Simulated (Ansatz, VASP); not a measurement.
Mo: VASP beside Ansatz

```
Mo
1.0
    -1.57642    1.57642    1.57642
     1.57642   -1.57642    1.57642
     1.57642    1.57642   -1.57642
Mo
1
Direct
  0.00000 0.00000 0.00000
```

Alike in both runs: task single point; functional r2SCAN; k mesh 14 × 14 × 14; occupations fermi-dirac, width 0.1 eV; no spin polarisation.

|  | VASP | Ansatz |
| --- | --- | --- |
| version | VASP 6.6.1 | Ansatz 0.2.0 |
| potentials or method | VASP PAW PBE potentials, release 64 (Mo_sv), cutoff 520 eV | plane waves (600 eV) with PAW, scalar-relativistic |
| valence electrons in the cell | 14 | 14 |

|  | VASP | Ansatz | Ansatz less VASP |
| --- | --- | --- | --- |
| pressure (GPa) | 1.1 | 0.0 | -1.12 |

VASP's potentials were made for PBE, not for r2SCAN.
